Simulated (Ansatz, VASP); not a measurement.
One calculation of Al, two programs

File INCAR:

```
SYSTEM = Al
PREC     = Accurate       ! precision mode
ENCUT    = 520            ! plane-wave cutoff, eV
EDIFF    = 1E-7           ! SCF threshold, eV
ISMEAR   = -1             ! smearing method
SIGMA    = 0.05           ! smearing width, eV
LREAL    = .False.        ! projectors in reciprocal space
LASPH    = .True.         ! aspherical terms in the spheres
NELM     = 100            ! most SCF steps
ALGO     = Normal         ! electronic algorithm
ISIF     = 2              ! what is computed and relaxed
LWAVE    = .False.        ! write WAVECAR
LCHARG   = .False.        ! write CHGCAR
GGA      = PS             ! functional
NBANDS   = 8              ! bands
```

KPOINTS

```
regular mesh
0
Gamma
  8 8 8
  0 0 0
```

The input POSCAR:

```
Al
1.0
   -1.5912200000      1.5912200000      1.5912200000
    1.5912200000     -1.5912200000      1.5912200000
    1.5912200000      1.5912200000     -1.5912200000
Al
1
Direct
    0.0000000000      0.0000000000      0.0000000000
```

Input for Ansatz:

```yaml
crystal:
  lattice:
    - [-1.59122, 1.59122, 1.59122]
    - [1.59122, -1.59122, 1.59122]
    - [1.59122, 1.59122, -1.59122]
  atoms:
    - { symbol: Al, position: [0.0, 0.0, 0.0] }
kpoints:
  mp_grid:
    grid: [8, 8, 8]
hamiltonian:
  xc: pbesol
scf:
  occupations:
    method: fermi_dirac
    width: 0.05
output:
  forces: true
  stress: true
```

Alike in both runs: task single point; functional PBEsol; k mesh 8 × 8 × 8; occupations fermi-dirac, width 0.05 eV; no spin polarisation.

|  | VASP | Ansatz |
| --- | --- | --- |
| version | VASP 6.6.1 | Ansatz 0.2.0 |
| potentials or method | VASP PAW PBE potentials, release 64 (Al) | plane waves, PAW |
| plane-wave cutoff (eV) | 520 | 420 |
| valence electrons in the cell | 3 | 3 |

```tsv
	VASP	Ansatz	Ansatz less VASP
pressure (GPa)	2.6	2.5	-0.07
```

VASP's potentials were made for PBE, not for PBEsol. The functional is the same, so the differences come from potentials, cutoffs and numerics.
